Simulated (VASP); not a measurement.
# SnSe2 (P-3m1) in VASP: a series of runs

The runs below take SnSe2 through single point, with PBE+D3(BJ).

Program: VASP 6.6.1. These are calculated values, not measurements. Logs are shortened: lines on timing, memory, paths and dates and some standing lists are left out, and cuts for length are marked.

## 1. The cell of the first run

Symmetry: P-3m1, No. 164, trigonal system. Conventional cell: a = 3.647 Å, b = 3.647 Å, c = 6.312 Å, α = 90.00°, β = 90.00°, γ = 120.00°. Sn (site symmetry -3m) has 6 Se at 2.69 Å within 3.5 Å. Within 3.5 Å of Se (site symmetry 3m) lie 3 Sn at 2.69 Å.

## 2. Single point, PBE+D3(BJ) (strain -0.050 along x and y, +0.050 along z)

INCAR

```
  PREC = Accurate
  ENCUT = 520
  EDIFF = 1E-6
  ISMEAR = 0
  SIGMA = 0.03
  LREAL = F
  LASPH = T
  NELM = 80
  ALGO = Normal
  ISIF = 2
  LWAVE = F
  LCHARG = T
  GGA = PE
  IVDW = 12
  LELF = T
  LVHAR = T
  NBANDS = 20
```

KPOINTS

```
regular mesh
0
Gamma
  12 12 6
```

POSCAR

```
SnSe2
1.0
    3.6470961658      0.0000000000      0.0000000000
   -1.8235480829      3.1584779297      0.0000000000
    0.0000000000      0.0000000000      6.3122126660
Sn Se
1 2
Direct
    0.0000000000      0.0000000000      0.0000000000
    0.3333333333      0.6666666667      0.2651529960
    0.6666666667      0.3333333333      0.7348470040
```

Potentials or basis: VASP PAW PBE potentials, release 64 (Sn_d, Se).

The run is started by

```bash
$ cat potpaw_PBE.64/Sn_d/POTCAR potpaw_PBE.64/Se/POTCAR > POTCAR
$ mpirun -np 1 vasp_std > vasp.out
```

OUTCAR:

```text
PREC = Accurate
   ENCUT = 520
   EDIFF = 1E-6
   ISMEAR = 0
   LREAL = F
   LASPH = T
   NELM = 80
   ISIF = 2
   GGA = PE
   IVDW = 12
 IVDW          = 12

 ion  position               nearest neighbor table
   1  0.000  0.000  0.000-   2 2.69   3 2.69   3 2.69   2 2.69   3 2.69   2 2.69
   2  0.333  0.667  0.265-   1 2.69   1 2.69   1 2.69
   3  0.667  0.333  0.735-   1 2.69   1 2.69   1 2.69

  LATTYP: Found a hexagonal cell.
 ALAT       =     3.6470961658
 C/A-ratio  =     1.7307502679

  Lattice vectors:

 A1 = (   3.6470961658,   0.0000000000,   0.0000000000)
 A2 = (  -1.8235480829,   3.1584779297,   0.0000000000)
 A3 = (   0.0000000000,   0.0000000000,   6.3122126660)

Analysis of symmetry for initial positions (statically):
=====================================================================
 Subroutine PRICEL returns:
 Original cell was already a primitive cell.

 Routine SETGRP: Setting up the symmetry group for a
 hexagonal supercell.

 Subroutine GETGRP returns: Found 12 space group operations
 (whereof 12 operations were pure point group operations)
 out of a pool of 24 trial point group operations.

The static configuration has the point symmetry D_3d.

Analysis of symmetry for dynamics (positions and initial velocities):
=====================================================================
 Subroutine PRICEL returns:
 Original cell was already a primitive cell.

 Routine SETGRP: Setting up the symmetry group for a
 hexagonal supercell.

 Subroutine GETGRP returns: Found 12 space group operations
 (whereof 12 operations were pure point group operations)
 out of a pool of 24 trial point group operations.

The dynamic configuration has the point symmetry D_3d.

 Subroutine INISYM returns: Found 12 space group operations
 (whereof 12 operations are pure point group operations),
 and found     1 'primitive' translations

----------------------------------------------------------------------------------------

                                     Primitive cell

  volume of cell :      72.7121

  direct lattice vectors                    reciprocal lattice vectors
     3.647096166  0.000000000  0.000000000     0.274190741  0.158304098  0.000000000
    -1.823548083  3.158477930  0.000000000     0.000000000  0.316608196  0.000000000
     0.000000000  0.000000000  6.312212666     0.000000000  0.000000000  0.158423053

  length of vectors
     3.647096166  3.647096166  6.312212666     0.316608196  0.316608196  0.158423053

  position of ions in fractional coordinates (direct lattice)
     0.000000000  0.000000000  0.000000000
     0.333333333  0.666666667  0.265152996
     0.666666667  0.333333333  0.734847004

  ion indices of the primitive-cell ions
   primitive index   ion index
                 1           1
                 2           2
                 3           3

----------------------------------------------------------------------------------------

 KPOINTS: regular mesh

Automatic generation of k-mesh.
 Grid dimensions read from file:
 generate k-points for:   12   12    6

 Generating k-lattice:

  Cartesian coordinates                     Fractional coordinates (reciprocal lattice)
     0.022849228  0.013192008  0.000000000     0.083333333  0.000000000  0.000000000
     0.000000000  0.026384016  0.000000000     0.000000000  0.083333333  0.000000000
     0.000000000  0.000000000  0.026403842     0.000000000  0.000000000  0.166666667

  Length of vectors
     0.026384016  0.026384016  0.026403842

  Shift w.r.t. Gamma in fractional coordinates (k-lattice)
     0.000000000  0.000000000  0.000000000

 Subroutine IBZKPT returns following result:
 ===========================================

 Found    100 irreducible k-points:

 Following reciprocal coordinates:
            Coordinates               Weight
  0.000000  0.000000  0.000000      1.000000
  0.083333  0.000000  0.000000      6.000000
  0.166667  0.000000  0.000000      6.000000
  0.250000  0.000000  0.000000      6.000000
  0.333333  0.000000  0.000000      6.000000
  0.416667  0.000000  0.000000      6.000000
[... 16 lines left out ...]
  0.166667  0.000000  0.166667      6.000000
  0.000000  0.166667  0.166667      6.000000
 [... further k-points ...]
   k-points           NKPTS =    100   k-points in BZ     NKDIM =    100   number of bands    NBANDS=     20
   number of dos      NEDOS =    301   number of ions     NIONS =      3
   total plane-waves  NPLWV =  37632
   dimension x,y,z NGX =    28 NGY =   28 NGZ =   48
   dimension x,y,z NGXF=    56 NGYF=   56 NGZF=   96
   ions per type =               1   2
   NGX,Y,Z   is equivalent  to a cutoff of  12.76, 12.76, 12.64 a.u.
   NGXF,Y,Z  is equivalent  to a cutoff of  25.53, 25.53, 25.28 a.u.
 SYSTEM =  unknown system
   PREC   = accura    normal or accurate (medium, high low for compatibility)
   ISTART =      0    job   : 0-new  1-cont  2-samecut
   ICHARG =      2    charge: 1-file 2-atom 10-const
   ISPIN  =      1    spin polarized calculation?
   LNONCOLLINEAR =      F non collinear calculations
   LSORBIT =      F    spin-orbit coupling
   LASPH  =      T    aspherical Exc in radial PAW
   ENCUT  =  520.0 eV  38.22 Ry    6.18 a.u.   6.78  6.78 11.74*2*pi/ulx,y,z
   NELM   =     80;   NELMIN=  2; NELMDL= -5     # of ELM steps
   EDIFF  = 0.1E-05   stopping-criterion for ELM
   LREAL  =      F    real-space projection
   EDIFFG = 0.1E-04   stopping-criterion for IOM
   NSW    =      0    number of steps for IOM
   IBRION =     -1    ionic relax: 0-MD 1-quasi-New 2-CG
   NFREE  =      0    steps in history (QN), initial steepest desc. (CG)
   ISIF   =      2    stress and relaxation
   ISYM   =      2    0-nonsym 1-usesym 2-fastsym
   POTIM  = 0.5000    time-step for ionic-motion
   TEBEG  =    0.0;   TEEND  =   0.0 temperature during run
   PSTRESS=    0.0 pullay stress
   NELECT =      26.0000    total number of electrons
   NUPDOWN=      -1.0000    fix difference up-down
   EMIN   =  10.00;   EMAX   =-10.00  energy-range for DOS
   EFERMI =   0.00;   METHOD = LEGACY
   ISMEAR =     0;   SIGMA  =   0.03  broadening in eV -4-tet -1-fermi 0-gaus
   EFERMI_NEDOS =   21; number of points for ismear=-14 and -15
   IALGO  =     38    algorithm
   IMIX   =      4    mixing-type and parameters
     AMIX     =   0.40;   BMIX     =  1.00
     AMIX_MAG =   1.60;   BMIX_MAG =  1.00
  volume/ion in A,a.u.               =      24.24       163.56
  Fermi-wavevector in a.u.,A,eV,Ry     =   1.161976  2.195816 18.370417  1.350188
  Thomas-Fermi vector in A             =   2.298542
   LORBIT       =      0    0 simple, 1 ext, 2 COOP (PROOUT), +10 PAW based schemes
   GGA     = PE    functional components
   LHFCALC =     F    Hartree Fock is set to
   AEXX    =    0.0000 exact exchange contribution
   IVDW    =    12    specifies the selected vdW correction
   LEPSILON=     F    determine dielectric tensor
   LRPA    =     F    only Hartree local field effects (RPA)
 non-spin polarized calculation
 Gauss-broadening in eV      SIGMA  =   0.03
  energy-cutoff  :      520.00
  volume of cell :       72.71
 maximum number of plane-waves:      1981
   NGX = 13   NGY = 13   NGZ = 23

 number of electron      26.0000007 magnetization

 Free energy of the ion-electron system (eV)
  ---------------------------------------------------
  ext. energy  EPLUGINS =         0.00000000
  ---------------------------------------------------
  free energy    TOTEN  =       -11.58213013 eV

  energy without entropy =      -11.58212986  energy(sigma->0) =      -11.58213000

 E-fermi :   5.2262     XC(G=0):  -9.8106

 val. band max:        5.1468751923   @ k =   0.0833   0.0000   0.1667
 cond. band min:       5.3004266846   @ k =   0.5000   0.0000   0.5000
 fundamental gap:      0.1535514923
 Fermi energy:         5.2261743651

 k-point     1 :       0.0000    0.0000    0.0000
  band No.  band energies     occupation
      1     -16.4569      2.00000
      2     -16.4569      2.00000
      3     -16.3948      2.00000
      4     -16.3781      2.00000
      5     -16.3781      2.00000
      6      -9.3434      2.00000
[... 12 lines left out ...]
     19      14.2686      0.00000
     20      14.2686      0.00000

 k-point     2 :       0.0833    0.0000    0.0000
  band No.  band energies     occupation
      1     -16.4597      2.00000
      2     -16.4522      2.00000
      3     -16.3919      2.00000
      4     -16.3819      2.00000
      5     -16.3785      2.00000
      6      -9.2649      2.00000
[... 12 lines left out ...]
     19      13.3771      0.00000
     20      14.3557      0.00000

 k-point     3 :       0.1667    0.0000    0.0000
  band No.  band energies     occupation
      1     -16.4687      2.00000
      2     -16.4398      2.00000
      3     -16.3923      2.00000
      4     -16.3827      2.00000
      5     -16.3791      2.00000
      6      -9.0342      2.00000
[... 12 lines left out ...]
     19      13.2481      0.00000
     20      14.2292      0.00000

 k-point     4 :       0.2500    0.0000    0.0000
  band No.  band energies     occupation
      1     -16.4831      2.00000
      2     -16.4247      2.00000
      3     -16.4040      2.00000
      4     -16.3782      2.00000
      5     -16.3703      2.00000
      6      -8.6683      2.00000
[... 12 lines left out ...]
     19      13.7357      0.00000
     20      14.3885      0.00000

 k-point     5 :       0.3333    0.0000    0.0000
  band No.  band energies     occupation
      1     -16.4994      2.00000
      2     -16.4145      2.00000
      3     -16.4136      2.00000
      4     -16.3730      2.00000
      5     -16.3574      2.00000
      6      -8.2072      2.00000
[... 12 lines left out ...]
     19      14.1447      0.00000
     20      14.9724      0.00000
[... 353 lines left out ...]
      6      -9.2180      2.00000
[... 12 lines left out ...]
     19      13.1807      0.00000
     20      14.3924      0.00000

 k-point    22 :       0.0000    0.0833    0.1667
  band No.  band energies     occupation
      1     -16.4597      2.00000
      2     -16.4522      2.00000
      3     -16.3919      2.00000
      4     -16.3818      2.00000
      5     -16.3785      2.00000
      6      -9.2180      2.00000
[... 12 lines left out ...]
     19      13.2666      0.00000
     20      14.0622      0.00000

 k-point    23 :       0.1667    0.0000    0.1667
  band No.  band energies     occupation
      1     -16.4687      2.00000
      2     -16.4398      2.00000
      3     -16.3923      2.00000
      4     -16.3826      2.00000
      5     -16.3791      2.00000
      6      -8.9882      2.00000
[... 12 lines left out ...]
     19      13.5541      0.00000
     20      13.7793      0.00000

 k-point    24 :       0.0000    0.1667    0.1667
  band No.  band energies     occupation
      1     -16.4687      2.00000
      2     -16.4398      2.00000
      3     -16.3923      2.00000
      4     -16.3826      2.00000
      5     -16.3791      2.00000
      6      -8.9877      2.00000
[... 12 lines left out ...]
     19      13.0141      0.00000
     20      14.2966      0.00000

 [... further k-points ...]

------------------------ aborting loop because EDIFF is reached ----------------------------------------

 Edisp (eV)   -1.15228

 E8    (eV) :    -0.5036

  FORCE on cell =-STRESS in cart. coord.  units (eV):
  Direction    XX          YY          ZZ          XY          YZ          ZX
  --------------------------------------------------------------------------------------
  -------------------------------------------------------------------------------------
  Total       3.09258     3.09258    -0.56192    -0.00000     0.00000     0.00000
  in kB      68.14349    68.14349   -12.38159    -0.00000     0.00000     0.00000
  external pressure =       41.30 kB  Pullay stress =        0.00 kB

 VOLUME and BASIS-vectors are now :
 -----------------------------------------------------------------------------
  energy-cutoff  :      520.00
  volume of cell :       72.71
      direct lattice vectors                 reciprocal lattice vectors
     3.647096166  0.000000000  0.000000000     0.274190741  0.158304098  0.000000000
    -1.823548083  3.158477930  0.000000000     0.000000000  0.316608196  0.000000000
     0.000000000  0.000000000  6.312212666     0.000000000  0.000000000  0.158423053

 POSITION                                       TOTAL-FORCE (eV/Angst)
 -----------------------------------------------------------------------------------
      0.00000      0.00000      0.00000        -0.000000      0.000000     -0.000000
     -0.00000      2.10565      1.67370        -0.000000      0.000000     -0.158891
      1.82355      1.05283      4.63851         0.000000     -0.000000      0.158891
 -----------------------------------------------------------------------------------
    total drift:                               -0.000000      0.000000      0.000000

  FREE ENERGIE OF THE ION-ELECTRON SYSTEM (eV)
  ---------------------------------------------------
  free  energy   TOTEN  =       -12.7344084199 eV

  energy  without entropy=      -12.7344081523  energy(sigma->0) =      -12.73440829
```

Run time: 83 s. Hardware: 1 thread of AMD EPYC 7R13 (Zen 3), shared host; peak memory 0.26 GiB.

What came out:

```yaml
Free_energy: -12.7344 eV
Pressure: 4.1 GPa
Largest_force: 0.159 eV/Å
Band_gap_on_the_k_mesh: 0.15 eV, indirect (least direct gap 0.96 eV)
Dispersion_energy_per_atom: -0.384 eV
```

Forces in eV/Å, atoms in the order of the input:
```
Sn   0.000  0.000  0.000
Se   0.000  0.000 -0.159
Se   0.000  0.000  0.159
```

Caveat: the cell differs from its parent crystal (strain -0.050 along x and y, +0.050 along z); spin-orbit coupling is left out, which moves the levels of the heavy elements.

## 3. Single point, PBE+D3(BJ) (strain +0.000 along x and y, -0.050 along z)

INCAR

```
ALGO = Normal
EDIFF = 1E-7
ENCUT = 520
GGA = PE
ISIF = 2
ISMEAR = 0
IVDW = 12
LASPH = True
LCHARG = False
LREAL = False
LWAVE = False
NBANDS = 20
NELM = 80
PREC = Accurate
SIGMA = 0.03
```

KPOINTS

```
k-points
0
Gamma
  12 12 6
```

POSCAR

```
SnSe2
1.0
    3.8390485956      0.0000000000      0.0000000000
   -1.9195242978      3.3247136102      0.0000000000
    0.0000000000      0.0000000000      5.7110495550
Sn Se
1 2
Direct
    0.0000000000      0.0000000000      0.0000000000
    0.3333333333      0.6666666667      0.2651529960
    0.6666666667      0.3333333333      0.7348470040
```

Potentials or basis: VASP PAW PBE potentials, release 64 (Sn_d, Se).

The run is started by

```bash
$ cat potpaw_PBE.64/Sn_d/POTCAR potpaw_PBE.64/Se/POTCAR > POTCAR
$ mpirun -np 1 vasp_std > vasp.out
```

It took 98 s on 1 thread of AMD EPYC 7R13 (Zen 3), shared host; peak memory 0.26 GiB.

The run converged. Its results:

```
Free energy                : -12.8279 eV
Pressure                   : 4.0 GPa
Largest force              : 0.705 eV/Å
Band gap on the k mesh     : 0.21 eV, indirect (least direct gap 0.47 eV)
Dispersion energy per atom : -0.384 eV
```

Forces on the atoms (eV/Å):
```
Sn   0.000  0.000  0.000
Se   0.000  0.000  0.705
Se   0.000  0.000 -0.705
```

Stress tensor (GPa, compression positive):
```
3.04 0.00 0.00
0.00 3.04 0.00
0.00 0.00 5.90
```

Levels at points of the mesh, in eV from the valence-band top:
| k point | band 9 | band 10 | band 11 | band 12 | band 13 | band 14 | band 15 | band 16 | band 17 | band 18 |
| --- | --- | --- | --- | --- | --- | --- | --- | --- | --- | --- |
| (0.00, 0.00, 0.00) | -1.25 | -1.25 | -1.09 | -1.09 | -0.03 | 0.44 | 2.37 | 4.18 | 4.18 | 8.20 |
| (0.50, 0.00, 0.00) | -4.76 | -3.64 | -3.35 | -2.00 | -0.67 | 0.90 | 3.26 | 4.71 | 4.73 | 7.37 |
| (0.00, 0.00, 0.50) | -2.69 | -1.44 | -1.44 | -0.76 | -0.76 | 2.12 | 2.33 | 3.65 | 3.65 | 7.22 |
| (0.50, 0.00, 0.50) | -5.61 | -2.99 | -2.23 | -1.48 | -1.46 | 0.68 | 3.83 | 4.43 | 5.68 | 6.10 |

Caveat: the cell differs from its parent crystal (strain +0.000 along x and y, -0.050 along z); spin-orbit coupling is left out, which moves the levels of the heavy elements.

[end of part 1 of 2]
